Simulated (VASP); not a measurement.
Here is a VASP 6.6.1 calculation.

Contents of INCAR:

```
SYSTEM = GaSb
PREC     = Accurate       ! precision mode
ENCUT    = 600            ! plane-wave cutoff, eV
EDIFF    = 1E-6           ! SCF threshold, eV
ISMEAR   = -1             ! smearing method
SIGMA    = 0.05           ! smearing width, eV
LREAL    = .False.        ! projectors in reciprocal space
LASPH    = .True.         ! aspherical terms in the spheres
NELM     = 100            ! most SCF steps
ALGO     = Normal         ! electronic algorithm
ISIF     = 3              ! what is computed and relaxed
LWAVE    = .False.        ! write WAVECAR
LCHARG   = .False.        ! write CHGCAR
GGA      = B5             ! functional
ALDAX    = 1.0          
AGGAX    = 1.0          
AGGAC    = 1.0          
ALDAC    = 0.0          
IBRION   = 2              ! ionic algorithm
NSW      = 80             ! ionic steps
EDIFFG   = -0.005         ! ionic threshold
```

The input KPOINTS:

```
regular mesh
0
Gamma
  10 10 10
  0 0 0
```

The input POSCAR:

```
GaSb
1.0
   -2.7534340000      2.7534340000      1.5907070000
    2.7534340000     -2.7534340000      1.5907070000
    2.7534340000      2.7534340000     -1.5907070000
Sb Ga
1 1
Direct
    0.0000000000      0.0000000000      0.0000000000
    0.7500000000      0.2500000000      0.5000000000
```

Potentials or basis: VASP PAW PBE potentials, release 64 (Sb, Ga_d).

The run is started by

```sh
$ cat potpaw_PBE.64/Sb/POTCAR potpaw_PBE.64/Ga_d/POTCAR > POTCAR
$ mpirun -np 1 vasp_std > vasp.out
```

Task: Estimate the relaxed volume.

Result: 26.90 Å³/atom.

Task: What does it give for the band gap on the k mesh?

Result: Zero (bands 9 and 10 overlap by 3.95 eV).

Task: Predict the space group after relaxing (to 0.1 Å).

Result: I-4m2 (No. 119).

Task: Predict the relaxed cell.

Result: a = 4.367 Å, b = 4.367 Å, c = 4.367 Å, α = 98.14°, β = 98.14°, γ = 135.79°.

Step by step:
```tsv
step	energy change (eV)	largest force (eV/Å)	pressure (GPa)	volume (Å³)
1	0.0000	0.0000	5.14	48.24
2	-0.0812	0.0000	-0.03	53.85
3	-0.0812	0.0000	0.02	53.80
```

Caveat: the PAW data sets were made with another functional, which shifts forces and pressure a little; spin-orbit coupling is left out, which moves the levels of the heavy elements.
